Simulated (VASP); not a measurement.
A run of VASP 6.6.1:

INCAR

```
ALGO = Normal ; EDIFF = 1E-6
ENCUT = 520 ; GGA = PE
ISIF = 2 ; ISMEAR = 0
LASPH = T ; LCHARG = F
LREAL = F ; LWAVE = F
NBANDS = 16 ; NELM = 100
PREC = Accurate ; SIGMA = 0.01
```

KPOINTS

```
k-points
0
Gamma
  9 9 6
```

POSCAR

```
MgO
1.0
    3.5554675621      0.0000000000      0.0000000000
   -1.7777337811      3.0791252311      0.0000000000
    0.0000000000      0.0000000000      4.2800764971
Mg O
2 2
Direct
    0.6666666667      0.3333333333      0.7500000000
    0.3333333333      0.6666666667      0.2500000000
    0.6666666667      0.3333333333      0.2500000000
    0.3333333333      0.6666666667      0.7500000000
```

Potentials or basis: VASP PAW PBE potentials, release 64 (Mg, O).

Launch:

```console
$ cat potpaw_PBE.64/Mg/POTCAR potpaw_PBE.64/O/POTCAR > POTCAR
$ mpirun -np 1 vasp_std > vasp.out
```

Hardware: 1 thread of Intel Xeon 8259CL (shared host).

Question: Estimate the wall time of this run.

Answer: Wall time 49 s on 1 thread of Intel Xeon 8259CL (shared host), peak memory 0.18 GiB. Counts: scf iterations 13, k points 48.
